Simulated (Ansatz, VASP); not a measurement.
# NaF: VASP beside Ansatz

INCAR

```
SYSTEM = NaF
PREC = Accurate
ENCUT = 520
EDIFF = 1E-6
ISMEAR = -1
SIGMA = 0.05
LREAL = .FALSE.
LASPH = .TRUE.
NELM = 100
ALGO = Normal
ISIF = 2
LWAVE = .FALSE.
LCHARG = .FALSE.
GGA = PE
NBANDS = 14
```

File KPOINTS:

```
Automatic mesh
0
G
  8 8 8
  0 0 0
```

File POSCAR:

```
NaF
1.0
    0.0000000000      2.3200000000      2.3200000000
    2.3200000000      0.0000000000      2.3200000000
    2.3200000000      2.3200000000      0.0000000000
Na F
1 1
Direct
    0.0000000000      0.0000000000      0.0000000000
    0.5000000000      0.5000000000      0.5000000000
```

The input input.yaml:

```yaml
crystal:
  lattice:
    - [0.0, 2.32, 2.32]
    - [2.32, 0.0, 2.32]
    - [2.32, 2.32, 0.0]
  atoms:
    - { symbol: Na, position: [0.0, 0.0, 0.0] }
    - { symbol: F, position: [0.5, 0.5, 0.5] }
kpoints:
  mp_grid: { grid: [8, 8, 8] }
scf:
  occupations: { method: fermi_dirac, width: 0.05 }
hamiltonian:
  xc: pbe
  pseudopotentials: { kind: all_electron, datasets: crystal }
output:
  forces: true
  stress: true
  eigenvalues: true
  elf: true
  volumetric_format: npy
```

Alike in both runs: task single point; functional PBE; k mesh 8 × 8 × 8; occupations fermi-dirac, width 0.05 eV; no spin polarisation.

```csv
,VASP,Ansatz
version,VASP 6.6.1,Ansatz 0.2.0
potentials or method,"VASP PAW PBE potentials, release 64 (Na_pv, F), cutoff 520 eV",all-electron PAW datasets made for the crystal
```

Ansatz gave:

* gap on the k mesh at the Fermi level (eV): 6.29
* least direct gap on the mesh (eV): 6.29
* pressure (GPa): 1.9

Q: Which values does VASP return?

A: gap on the k mesh at the Fermi level (eV): 6.28; least direct gap on the mesh (eV): 6.28; pressure (GPa): 1.8.

Ansatz ran all-electron here, and VASP with PAW potentials.
